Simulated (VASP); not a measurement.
# GaAs (gallium arsenide) (F-43m) in VASP: a series of runs

GaAs (gallium arsenide) is run at these levels: PBE; tasks: single point, relaxation of cell and atoms.

All numbers are computed with VASP 6.6.1; they aren't measurements. Logs are shortened: lines on timing, memory, paths and dates and some standing lists are left out, and cuts for length are marked.

**1. The cell of the first run**

It takes space group F-43m (No. 216, cubic). The conventional cell has a = 5.745 Å, b = 5.745 Å, c = 5.745 Å, α = 90.00°, β = 90.00°, γ = 90.00°. Ga (site symmetry -43m) has 4 As at 2.49 Å within 3.3 Å. Within 3.3 Å of As (site symmetry -43m) lie 4 Ga at 2.49 Å.

**2. Single point, PBE**

The input, INCAR:

```
PREC = Accurate
ENCUT = 500
EDIFF = 1E-6
ISMEAR = 0
SIGMA = 0.01
LREAL = False
LASPH = True
NELM = 120
ALGO = Normal
ISIF = 2
LWAVE = False
LCHARG = False
GGA = PE
NBANDS = 16
GGA_COMPAT = False
```

The input, KPOINTS:

```
regular mesh
0
Gamma
  12 12 12
```

The input, POSCAR:

```
GaAs
1.0
    0.0000000000      2.8727133026      2.8727133026
    2.8727133026      0.0000000000      2.8727133026
    2.8727133026      2.8727133026      0.0000000000
Ga As
1 1
Direct
    0.0000000000      0.0000000000      0.0000000000
    0.2500000000      0.2500000000      0.2500000000
```

Potentials or basis: VASP PAW PBE potentials, release 64 (Ga_d, As).

Launch:

```sh
$ cat potpaw_PBE.64/Ga_d/POTCAR potpaw_PBE.64/As/POTCAR > POTCAR
$ mpirun -np 1 vasp_std > vasp.out
```

OUTCAR:

```text
PREC = Accurate
   ENCUT = 500
   EDIFF = 1E-6
   ISMEAR = 0
   LREAL = False
   LASPH = True
   NELM = 120
   ISIF = 2
   GGA = PE

 ion  position               nearest neighbor table
   1  0.000  0.000  0.000-   2 2.49   2 2.49   2 2.49   2 2.49
   2  0.250  0.250  0.250-   1 2.49   1 2.49   1 2.49   1 2.49

  LATTYP: Found a face centered cubic cell.
 ALAT       =     5.7454266052

  Lattice vectors:

 A1 = (   0.0000000000,   2.8727133026,   2.8727133026)
 A2 = (   2.8727133026,   0.0000000000,   2.8727133026)
 A3 = (   2.8727133026,   2.8727133026,   0.0000000000)

Analysis of symmetry for initial positions (statically):
=====================================================================
 Subroutine PRICEL returns:
 Original cell was already a primitive cell.

 Routine SETGRP: Setting up the symmetry group for a
 face centered cubic supercell.

 Subroutine GETGRP returns: Found 24 space group operations
 (whereof 24 operations were pure point group operations)
 out of a pool of 48 trial point group operations.

The static configuration has the point symmetry T_d .

Analysis of symmetry for dynamics (positions and initial velocities):
=====================================================================
 Subroutine PRICEL returns:
 Original cell was already a primitive cell.

 Routine SETGRP: Setting up the symmetry group for a
 face centered cubic supercell.

 Subroutine GETGRP returns: Found 24 space group operations
 (whereof 24 operations were pure point group operations)
 out of a pool of 48 trial point group operations.

The dynamic configuration has the point symmetry T_d .

 Subroutine INISYM returns: Found 24 space group operations
 (whereof 24 operations are pure point group operations),
 and found     1 'primitive' translations

----------------------------------------------------------------------------------------

                                     Primitive cell

  volume of cell :      47.4140

  direct lattice vectors                    reciprocal lattice vectors
     0.000000000  2.872713303  2.872713303    -0.174051479  0.174051479  0.174051479
     2.872713303  0.000000000  2.872713303     0.174051479 -0.174051479  0.174051479
     2.872713303  2.872713303  0.000000000     0.174051479  0.174051479 -0.174051479

  length of vectors
     4.062630113  4.062630113  4.062630113     0.301466005  0.301466005  0.301466005

[... 78 lines left out ...]
   ENCUT  =  500.0 eV  36.75 Ry    6.06 a.u.   7.41  7.41  7.41*2*pi/ulx,y,z
   NELM   =    120;   NELMIN=  2; NELMDL= -5     # of ELM steps
   EDIFF  = 0.1E-05   stopping-criterion for ELM
   LREAL  =      F    real-space projection
   EDIFFG = 0.1E-04   stopping-criterion for IOM
   NSW    =      0    number of steps for IOM
   IBRION =     -1    ionic relax: 0-MD 1-quasi-New 2-CG
   NFREE  =      0    steps in history (QN), initial steepest desc. (CG)
   ISIF   =      2    stress and relaxation
   ISYM   =      2    0-nonsym 1-usesym 2-fastsym
   POTIM  = 0.5000    time-step for ionic-motion
   TEBEG  =    0.0;   TEEND  =   0.0 temperature during run
   PSTRESS=    0.0 pullay stress
   NELECT =      18.0000    total number of electrons
   NUPDOWN=      -1.0000    fix difference up-down
   EMIN   =  10.00;   EMAX   =-10.00  energy-range for DOS
   EFERMI =   0.00;   METHOD = LEGACY
   ISMEAR =     0;   SIGMA  =   0.01  broadening in eV -4-tet -1-fermi 0-gaus
   EFERMI_NEDOS =   21; number of points for ismear=-14 and -15
   IALGO  =     38    algorithm
   IMIX   =      4    mixing-type and parameters
     AMIX     =   0.40;   BMIX     =  1.00
     AMIX_MAG =   1.60;   BMIX_MAG =  1.00
  volume/ion in A,a.u.               =      23.71       159.98
  Fermi-wavevector in a.u.,A,eV,Ry     =   1.185396  2.240073 19.118406  1.405163
  Thomas-Fermi vector in A             =   2.321590
   LORBIT       =      0    0 simple, 1 ext, 2 COOP (PROOUT), +10 PAW based schemes
   GGA     = PE    functional components
   LHFCALC =     F    Hartree Fock is set to
   AEXX    =    0.0000 exact exchange contribution
   IVDW    =     0    specifies the selected vdW correction
   LEPSILON=     F    determine dielectric tensor
   LRPA    =     F    only Hartree local field effects (RPA)
 non-spin polarized calculation
 Gauss-broadening in eV      SIGMA  =   0.01
  energy-cutoff  :      500.00
  volume of cell :       47.41
 maximum number of plane-waves:      1243
 NGX is ok and might be reduce to    30
   NGX = 15   NGY = 15   NGZ = 15

 number of electron      17.9999987 magnetization

 Free energy of the ion-electron system (eV)
  ---------------------------------------------------
  ext. energy  EPLUGINS =         0.00000000
  ---------------------------------------------------
  free energy    TOTEN  =        -8.27616819 eV

  energy without entropy =       -8.27616819  energy(sigma->0) =       -8.27616819

 E-fermi :   3.5603     XC(G=0):  -9.3730

 val. band max:        3.4887592983   @ k =   0.0000   0.0000   0.0000
 cond. band min:       3.6519285926   @ k =   0.0000   0.0000   0.0000
 fundamental gap:      0.1631692943
 Fermi energy:         3.5602724829

 k-point     1 :       0.0000    0.0000    0.0000
  band No.  band energies     occupation
      1     -11.2368      2.00000
      2     -11.2368      2.00000
      3     -11.2368      2.00000
      4     -11.1688      2.00000
      5     -11.1688      2.00000
      6      -8.9007      2.00000
[... 433 lines left out ...]
      3     -11.2143      2.00000
      4     -11.1693      2.00000
      5     -11.1664      2.00000
      6      -7.1070      2.00000
[... 8 lines left out ...]
     15      13.7044      0.00000
     16      14.4104      0.00000

 [... further k-points ...]

------------------------ aborting loop because EDIFF is reached ----------------------------------------

  FORCE on cell =-STRESS in cart. coord.  units (eV):
  Direction    XX          YY          ZZ          XY          YZ          ZX
  --------------------------------------------------------------------------------------
  -------------------------------------------------------------------------------------
  Total        0.0430629      0.0430629      0.0430629      0.0000000      0.0000000     -0.0000000
  in kB        1.4551481      1.4551481      1.4551481      0.0000000      0.0000000     -0.0000000
  external PRESSURE =       1.4551481 kB  Pullay stress =       0.0000000 kB

 VOLUME and BASIS-vectors are now :
 -----------------------------------------------------------------------------
  energy-cutoff  :      500.00
  volume of cell :       47.41
      direct lattice vectors                 reciprocal lattice vectors
     0.000000000  2.872713303  2.872713303    -0.174051479  0.174051479  0.174051479
     2.872713303  0.000000000  2.872713303     0.174051479 -0.174051479  0.174051479
     2.872713303  2.872713303  0.000000000     0.174051479  0.174051479 -0.174051479

 POSITION                                       TOTAL-FORCE (eV/Angst)
 -----------------------------------------------------------------------------------
      0.00000      0.00000      0.00000         0.000000      0.000000      0.000000
      1.43636      1.43636      1.43636        -0.000000     -0.000000     -0.000000
 -----------------------------------------------------------------------------------
    total drift:                                0.000000      0.000000      0.000000

  FREE ENERGIE OF THE ION-ELECTRON SYSTEM (eV)
  ---------------------------------------------------
  free  energy   TOTEN  =        -8.2761681929 eV

  energy  without entropy=       -8.2761681929  energy(sigma->0) =       -8.27616819
```

stdout:

```text
POSCAR found type information on POSCAR GaAs
 POSCAR found :  2 types and       2 ions
 scaLAPACK will be used
 LDA part: xc-table for (Slater+PW92), standard interpolation
 POSCAR, INCAR and KPOINTS ok, starting setup
 FFT: planning ... GRIDC
 FFT: planning ... GRID_SOFT
 FFT: planning ... GRID
 WAVECAR not read
 entering main loop
```

Wall time 23 s (1 thread of Intel Xeon 6975P-C (Granite Rapids), shared host); peak memory 0.2 GiB.

What came out:

```
Free energy            : -8.2762 eV
Pressure               : 0.1 GPa
Band gap on the k mesh : 0.16 eV, direct
```

**3. Relaxation of cell and atoms, PBE**

This run uses another cell than the first one, of 22.58 Å³/atom, 0.953 times its volume.

The input, INCAR:

```
PREC = Accurate
ENCUT = 500
EDIFF = 1E-7
ISMEAR = 0
SIGMA = 0.01
LREAL = F
LASPH = T
NELM = 120
ALGO = Normal
ISIF = 3
LWAVE = F
LCHARG = F
GGA = PE
IBRION = 2
NSW = 80
EDIFFG = -0.002
GGA_COMPAT = F
NELMIN = 4
```

The input, KPOINTS:

```
Automatic mesh
0
Gamma
  12 12 12
```

The input, POSCAR:

```
GaAs
1.0
    0.0000000000      2.8265000000      2.8265000000
    2.8265000000      0.0000000000      2.8265000000
    2.8265000000      2.8265000000      0.0000000000
Ga As
1 1
Direct
    0.0000000000      0.0000000000      0.0000000000
    0.2500000000      0.2500000000      0.2500000000
```

Potentials or basis: VASP PAW PBE potentials, release 64 (Ga_d, As).

Launch:

```sh
$ cat potpaw_PBE.64/Ga_d/POTCAR potpaw_PBE.64/As/POTCAR > POTCAR
$ mpirun -np 1 vasp_std > vasp.out
```

OUTCAR:

```text
PREC = Accurate
   ENCUT = 500
   EDIFF = 1E-7
   ISMEAR = 0
   LREAL = F
   LASPH = T
   NELM = 120
   ISIF = 3
   GGA = PE
   IBRION = 2
   NSW = 80
   EDIFFG = -0.002
   NELMIN = 4

 ion  position               nearest neighbor table
   1  0.000  0.000  0.000-   2 2.45   2 2.45   2 2.45   2 2.45
   2  0.250  0.250  0.250-   1 2.45   1 2.45   1 2.45   1 2.45

  LATTYP: Found a face centered cubic cell.
 ALAT       =     5.6530000000

  Lattice vectors:

 A1 = (   0.0000000000,   2.8265000000,   2.8265000000)
 A2 = (   2.8265000000,   0.0000000000,   2.8265000000)
 A3 = (   2.8265000000,   2.8265000000,   0.0000000000)

Analysis of symmetry for initial positions (statically):
=====================================================================
 Subroutine PRICEL returns:
 Original cell was already a primitive cell.

 Routine SETGRP: Setting up the symmetry group for a
 face centered cubic supercell.

 Subroutine GETGRP returns: Found 24 space group operations
 (whereof 24 operations were pure point group operations)
 out of a pool of 48 trial point group operations.

The static configuration has the point symmetry T_d .

Analysis of symmetry for dynamics (positions and initial velocities):
=====================================================================
 Subroutine PRICEL returns:
 Original cell was already a primitive cell.

 Routine SETGRP: Setting up the symmetry group for a
 face centered cubic supercell.

 Subroutine GETGRP returns: Found 24 space group operations
 (whereof 24 operations were pure point group operations)
 out of a pool of 48 trial point group operations.

The dynamic configuration has the point symmetry T_d .

 Subroutine INISYM returns: Found 24 space group operations
 (whereof 24 operations are pure point group operations),
 and found     1 'primitive' translations

----------------------------------------------------------------------------------------

                                     Primitive cell

  volume of cell :      45.1624

  direct lattice vectors                    reciprocal lattice vectors
     0.000000000  2.826500000  2.826500000    -0.176897223  0.176897223  0.176897223
     2.826500000  0.000000000  2.826500000     0.176897223 -0.176897223  0.176897223
     2.826500000  2.826500000  0.000000000     0.176897223  0.176897223 -0.176897223

  length of vectors
     3.997274634  3.997274634  3.997274634     0.306394977  0.306394977  0.306394977

  position of ions in fractional coordinates (direct lattice)
     0.000000000  0.000000000  0.000000000
     0.250000000  0.250000000  0.250000000

  ion indices of the primitive-cell ions
   primitive index   ion index
                 1           1
                 2           2

----------------------------------------------------------------------------------------

 KPOINTS: Automatic mesh

Automatic generation of k-mesh.
 Grid dimensions read from file:
 generate k-points for:   12   12   12

 Generating k-lattice:

  Cartesian coordinates                     Fractional coordinates (reciprocal lattice)
[... 51 lines left out ...]
   PREC   = accura    normal or accurate (medium, high low for compatibility)
   ISTART =      0    job   : 0-new  1-cont  2-samecut
   ICHARG =      2    charge: 1-file 2-atom 10-const
   ISPIN  =      1    spin polarized calculation?
   LNONCOLLINEAR =      F non collinear calculations
   LSORBIT =      F    spin-orbit coupling
   LASPH  =      T    aspherical Exc in radial PAW
   ENCUT  =  500.0 eV  36.75 Ry    6.06 a.u.   7.29  7.29  7.29*2*pi/ulx,y,z
   NELM   =    120;   NELMIN=  4; NELMDL= -5     # of ELM steps
   EDIFF  = 0.1E-06   stopping-criterion for ELM
   LREAL  =      F    real-space projection
   EDIFFG = -.2E-02   stopping-criterion for IOM
   NSW    =     80    number of steps for IOM
   IBRION =      2    ionic relax: 0-MD 1-quasi-New 2-CG
   NFREE  =      1    steps in history (QN), initial steepest desc. (CG)
   ISIF   =      3    stress and relaxation
   ISYM   =      2    0-nonsym 1-usesym 2-fastsym
   POTIM  = 0.5000    time-step for ionic-motion
   TEBEG  =    0.0;   TEEND  =   0.0 temperature during run
   PSTRESS=    0.0 pullay stress
   NELECT =      18.0000    total number of electrons
   NUPDOWN=      -1.0000    fix difference up-down
   EMIN   =  10.00;   EMAX   =-10.00  energy-range for DOS
   EFERMI =   0.00;   METHOD = LEGACY
   ISMEAR =     0;   SIGMA  =   0.01  broadening in eV -4-tet -1-fermi 0-gaus
   EFERMI_NEDOS =   21; number of points for ismear=-14 and -15
   IALGO  =     38    algorithm
   IMIX   =      4    mixing-type and parameters
     AMIX     =   0.40;   BMIX     =  1.00
     AMIX_MAG =   1.60;   BMIX_MAG =  1.00
  volume/ion in A,a.u.               =      22.58       152.39
  Fermi-wavevector in a.u.,A,eV,Ry     =   1.204777  2.276698 19.748689  1.451488
  Thomas-Fermi vector in A             =   2.340492
   LORBIT       =      0    0 simple, 1 ext, 2 COOP (PROOUT), +10 PAW based schemes
   GGA     = PE    functional components
   LHFCALC =     F    Hartree Fock is set to
   AEXX    =    0.0000 exact exchange contribution
   IVDW    =     0    specifies the selected vdW correction
   LEPSILON=     F    determine dielectric tensor
   LRPA    =     F    only Hartree local field effects (RPA)
 conjugate gradient relaxation of ions
 non-spin polarized calculation
 Gauss-broadening in eV      SIGMA  =   0.01
  energy-cutoff  :      500.00
  volume of cell :       45.16
 maximum number of plane-waves:      1167
 NGX is ok and might be reduce to    30
   NGX = 15   NGY = 15   NGZ = 15

--------------------------------------- Ionic step        1  -------------------------------------------

 number of electron      17.9999995 magnetization

 Free energy of the ion-electron system (eV)
  ---------------------------------------------------
  ext. energy  EPLUGINS =         0.00000000
  ---------------------------------------------------
  free energy    TOTEN  =        -8.25130211 eV

  energy without entropy =       -8.25130211  energy(sigma->0) =       -8.25130211

------------------------ aborting loop because EDIFF is reached ----------------------------------------

  FORCE on cell =-STRESS in cart. coord.  units (eV):
  Direction    XX          YY          ZZ          XY          YZ          ZX
  --------------------------------------------------------------------------------------
  -------------------------------------------------------------------------------------
  Total        0.9889228      0.9889228      0.9889228     -0.0000000      0.0000000      0.0000000
  in kB       35.0829425     35.0829425     35.0829425     -0.0000000      0.0000000      0.0000000
  external PRESSURE =      35.0829425 kB  Pullay stress =       0.0000000 kB
[... 59 lines left out ...]
--------------------------------------- Ionic step        3  -------------------------------------------

 number of electron      17.9999988 magnetization

 Free energy of the ion-electron system (eV)
  ---------------------------------------------------
  ext. energy  EPLUGINS =         0.00000000
  ---------------------------------------------------
  free energy    TOTEN  =        -8.27596599 eV

  energy without entropy =       -8.27596599  energy(sigma->0) =       -8.27596599

 E-fermi :   3.5642     XC(G=0):  -9.3622

 val. band max:        3.4678268825   @ k =   0.0000   0.0000   0.0000
 cond. band min:       3.6137886026   @ k =   0.0000   0.0000   0.0000
 fundamental gap:      0.1459617202
 Fermi energy:         3.5641657039

 k-point     1 :       0.0000    0.0000    0.0000
  band No.  band energies     occupation
      1     -11.2545      2.00000
      2     -11.2545      2.00000
      3     -11.2545      2.00000
      4     -11.1869      2.00000
      5     -11.1869      2.00000
      6      -8.9057      2.00000
      7       3.4678      2.00000
      8       3.4678      2.00000
      9       3.4678      2.00000
     10       3.6138      0.00000
     11       7.1832      0.00000
     12       7.1832      0.00000
     13       7.1832      0.00000
[... 354 lines left out ...]
  band No.  band energies     occupation
      1     -11.3229      2.00000
      2     -11.2348      2.00000
      3     -11.2321      2.00000
      4     -11.1874      2.00000
      5     -11.1845      2.00000
      6      -7.1196      2.00000
      7      -2.7777      2.00000
      8       0.8025      2.00000
      9       2.0910      2.00000
     10       5.6973      0.00000
     11       7.9772      0.00000
     12       8.9395      0.00000
     13      11.1849      0.00000

 [... further k-points ...]

------------------------ aborting loop because EDIFF is reached ----------------------------------------

  FORCE on cell =-STRESS in cart. coord.  units (eV):
  Direction    XX          YY          ZZ          XY          YZ          ZX
  --------------------------------------------------------------------------------------
  -------------------------------------------------------------------------------------
  Total       -0.0013357     -0.0013357     -0.0013357      0.0000000      0.0000000      0.0000000
  in kB       -0.0450269     -0.0450269     -0.0450269      0.0000000      0.0000000      0.0000000
  external PRESSURE =      -0.0450269 kB  Pullay stress =       0.0000000 kB
[... 17 lines left out ...]
  FREE ENERGIE OF THE ION-ELECTRON SYSTEM (eV)
  ---------------------------------------------------
  free  energy   TOTEN  =        -8.2759659935 eV

  energy  without entropy=       -8.2759659935  energy(sigma->0) =       -8.27596599

 reached required accuracy - stopping structural energy minimisation
```

CONTCAR:

```text
GaAs
   1.00000000000000
     0.0000000000000000    2.8749889410534517    2.8749889410534517
     2.8749889410534517    0.0000000000000000    2.8749889410534517
     2.8749889410534517    2.8749889410534517    0.0000000000000000
  Ga              As
     1     1
Direct
     0.0000000000000000    0.0000000000000000    0.0000000000000000
     0.2500000000000000    0.2500000000000000    0.2500000000000000

  0.00000000E+00  0.00000000E+00  0.00000000E+00
  0.00000000E+00  0.00000000E+00  0.00000000E+00
```

Run time: 51 s. Hardware: 1 thread of Intel Xeon 6975P-C (Granite Rapids), shared host; peak memory 0.2 GiB.

What came out:

```
Free energy                            : -8.2760 eV
Relaxed volume                         : 23.76 Å³/atom
Relaxed cell                           : a = 4.066 Å, b = 4.066 Å, c = 4.066 Å, α = 60.00°, β = 60.00°, γ = 60.00°
Space group after relaxing (to 0.05 Å) : F-43m (No. 216)
Energy gained by relaxing              : 12.3 meV/atom
Ionic steps                            : 3
Pressure after relaxing                : 0.0 GPa
Band gap on the k mesh                 : 0.15 eV, direct
```

Step by step:
```csv
step,energy change (eV),largest force (eV/Å),pressure (GPa),volume (Å³)
1,0.0000,0.0000,3.51,45.16
2,-0.0212,0.0000,-1.11,48.47
3,-0.0247,0.0000,0.00,47.53
```

Final structure:
```
CELL_PARAMETERS angstrom
0.00000 2.87499 2.87499
2.87499 0.00000 2.87499
2.87499 2.87499 0.00000
ATOMIC_POSITIONS crystal
Ga 0.00000 0.00000 0.00000
As 0.25000 0.25000 0.25000
```
